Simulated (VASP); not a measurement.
A run of VASP 6.6.1:

File POSCAR:

```
SrCl2
1.0
    0.0000000000      3.4260622675      3.4260622675
    3.4260622675      0.0000000000      3.4260622675
    3.4260622675      3.4260622675      0.0000000000
Sr Cl
1 2
Direct
    0.0000000000      0.0000000000      0.0000000000
    0.2500000000      0.2500000000      0.2500000000
    0.7500000000      0.7500000000      0.7500000000
```

The input INCAR.step1:

```
ALGO     = Normal         # electronic algorithm
EDIFF    = 1E-4           # SCF threshold, eV
ENCUT    = 520            # plane-wave cutoff, eV
GGA      = PE             # functional
ISMEAR   = 0              # smearing method
LASPH    = T              # aspherical terms in the spheres
LCHARG   = F              # write CHGCAR
LREAL    = F              # projectors in reciprocal space
LWAVE    = T              # write WAVECAR
NBANDS   = 19             # bands
NELM     = 60             # most SCF steps
PREC     = Accurate       # precision mode
SIGMA    = 0.02           # smearing width, eV
```

INCAR.step2

```
ALGO     = Normal         # electronic algorithm
EDIFF    = 1E-6           # SCF threshold, eV
ENCUT    = 520            # plane-wave cutoff, eV
ISIF     = 2              # what is computed and relaxed
ISMEAR   = 0              # smearing method
ISTART   = 1            
LASPH    = T              # aspherical terms in the spheres
LCHARG   = F              # write CHGCAR
LMIXTAU  = T            
LREAL    = F              # projectors in reciprocal space
LWAVE    = F              # write WAVECAR
METAGGA  = R2SCAN         # meta-GGA
NBANDS   = 19             # bands
NELM     = 60             # most SCF steps
PREC     = Accurate       # precision mode
SIGMA    = 0.02           # smearing width, eV
```

KPOINTS

```
k-points
0
Gamma
  6 6 6
```

Potentials or basis: VASP PAW PBE potentials, release 64 (Sr_sv, Cl).

Run with:

```sh
$ cat potpaw_PBE.64/Sr_sv/POTCAR potpaw_PBE.64/Cl/POTCAR > POTCAR
$ cp INCAR.step1 INCAR
$ mpirun -np 1 vasp_std > vasp.out
$ cp INCAR.step2 INCAR
$ mpirun -np 1 vasp_std > vasp.out
```

Hardware: 1 thread of AMD EPYC 7R13 Processor (Zen 3), with other jobs on the host.

Q: How long does it take, and how much memory?

A: Run time: 82 s on 1 thread of AMD EPYC 7R13 Processor (Zen 3), on a shared host, peak memory 0.2 GiB. Counts: k points 16.
